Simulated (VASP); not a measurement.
A run of VASP 6.6.1 is set up as follows.

INCAR

```
PREC = Accurate ; ENCUT = 520
EDIFF = 1E-7 ; ISMEAR = 0
SIGMA = 0.15 ; LREAL = F
LASPH = T ; NELM = 60
ALGO = Normal ; ISIF = 2
LWAVE = F ; LCHARG = T
GGA = CA ; LELF = T
LVHAR = T ; NBANDS = 50
```

KPOINTS

```
Automatic mesh
0
Gamma
  9 9 8
```

File POSCAR:

```
Ta2N
1.0
    5.1282710815      0.0000000000      0.0000000000
   -2.5641355407      4.4412130340      0.0000000000
    0.0000000000      0.0000000000      5.0769883706
Ta N
6 3
Direct
    0.6908347477      0.6908347477      0.7526041962
    0.0000000000      0.3091652523      0.7526041962
    0.3091652523      0.0000000000      0.7526041962
    0.3091652523      0.3091652523      0.2473958038
    0.0000000000      0.6908347477      0.2473958038
    0.6908347477      0.0000000000      0.2473958038
    0.6666666667      0.3333333333      0.5000000000
    0.3333333333      0.6666666667      0.5000000000
    0.0000000000      0.0000000000      0.0000000000
```

Potentials or basis: VASP PAW LDA potentials, release 64 (Ta_pv, N).

Launch:

```console
$ cat potpaw_LDA.64/Ta_pv/POTCAR potpaw_LDA.64/N/POTCAR > POTCAR
$ mpirun -np 1 vasp_std > vasp.out
```

Problem. What does it give for the largest force?

Solution. 4.373 eV/Å.

Problem. Estimate the pressure.

Solution. 8.1 GPa.

Forces in eV/Å, atoms in the order of the input:
```
Ta  -2.076 -3.595 -1.373
Ta  -2.076  3.595 -1.373
Ta   4.151  0.000 -1.373
Ta   2.076  3.595  1.373
Ta   2.076 -3.595  1.373
Ta  -4.151  0.000  1.373
N    0.000  0.000  0.000
N    0.000  0.000  0.000
N    0.000  0.000  0.000
```

Caveat: forces of over 1 eV/Å act on the atoms, so gaps and moduli don't describe the material at rest.
